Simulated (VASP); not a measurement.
C, 4 atoms in the cell. The typed cell holds 4 atoms: a = 2.559 Å, b = 2.559 Å, c = 7.378 Å, α = 90.00°, β = 90.00°, γ = 121.11°.  This cell differs from its parent crystal: normal strain along x +0.0233, normal strain along y +0.0467.

* Program: VASP 6.6.1
* Task: single point
* Functional: PBEsol
* Potentials or basis: VASP PAW PBE potentials, release 64 (C)
* Cutoff: 520 eV
* k mesh: 18 × 18 × 6
* Occupations: gaussian, width 0.15 eV
* Spin: no spin polarisation
* Dipole correction: no
* Further INCAR settings: ALGO = Normal; EDIFF = 1e-07; NBANDS = 16

Potentials or basis: VASP PAW PBE potentials, release 64 (C).

The run is started by

```console
$ cat potpaw_PBE.64/C/POTCAR > POTCAR
$ mpirun -np 1 vasp_std > vasp.out
```

Hardware: 1 thread of Intel Xeon 8259CL (shared host).

Q: Estimate the wall time of this run.

A: Run time: 4.8 min on 1 thread of Intel Xeon 8259CL (shared host), peak memory 0.28 GiB. Counts: scf iterations 13, k points 364.
